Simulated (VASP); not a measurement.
# AlNi: single point with PBEsol

Crystal: AlNi.

```
Al Ni
1.0
     2.02120   -2.02115    0.00000
     2.02120    2.02115    0.00000
     0.00000    0.00000    2.86887
Al Ni
1 1
Direct
  0.98671 0.00000 0.98675
  0.50611 0.50000 0.50609
```

This cell differs from its parent crystal: atoms displaced along several vibrational modes.

```json
{"Program": "VASP 6.6.1", "Task": "single point", "Functional": "PBEsol", "Potentials or basis": "VASP PAW PBE potentials, release 64 (Al, Ni)", "Cutoff": "520 eV", "k mesh": "16 × 16 × 16", "Occupations": "gaussian, width 0.15 eV", "Spin": "no spin polarisation"}
```

```json
{"Pressure": "0.6 GPa", "Largest force": "0.496 eV/Å", "Band gap on the k mesh": "zero (an odd number of electrons rules out a gap without spin polarisation)"}
```

Forces on the atoms (eV/Å):
```
Al   0.248 -0.248  0.351
Ni  -0.248  0.248 -0.351
```

Stress tensor (GPa, compression positive):
```
 0.78  0.08  0.34
 0.08  0.79 -0.34
 0.34 -0.34  0.37
```

Levels at points of the mesh, in eV from the Fermi level:
```csv
k point,band 3,band 4,band 5,band 6,band 7,band 8,band 9,band 10,band 11,band 12
"(0.00, 0.00, 0.00)",-3.34,-1.60,-1.59,-1.58,5.50,5.63,5.63,8.20,8.23,14.04
"(0.50, 0.00, 0.00)",-2.85,-2.32,-2.31,-1.50,-0.65,8.33,10.01,10.12,11.03,11.16
"(0.00, 0.50, 0.00)",-2.85,-2.33,-2.31,-1.50,-0.65,8.33,10.03,10.15,11.02,11.13
"(0.50, 0.50, 0.00)",-2.93,-2.91,-2.14,-2.14,-1.04,1.52,2.61,12.47,15.02,15.03
"(0.00, 0.00, 0.50)",-2.86,-2.31,-2.30,-1.49,-0.68,8.33,10.11,10.12,11.10,11.13
"(0.50, 0.00, 0.50)",-2.94,-2.90,-2.14,-2.13,-1.05,1.49,2.58,12.55,15.27,15.32
"(0.00, 0.50, 0.50)",-2.94,-2.94,-2.13,-2.12,-1.05,1.48,2.58,12.56,15.09,15.13
"(0.50, 0.50, 0.50)",-4.20,-1.02,-1.01,1.95,1.95,1.96,3.82,4.56,4.57,4.68
```

Run time: 25 min on 1 thread of Intel Xeon 8259CL, with other jobs on the host, peak memory 0.72 GiB.

Caveat: the cell differs from its parent crystal (atoms displaced along several vibrational modes); the PAW data sets were made with another functional, which shifts forces and pressure a little. Spin polarisation is off, so any magnetic state and its effect on volume and gap are missing.
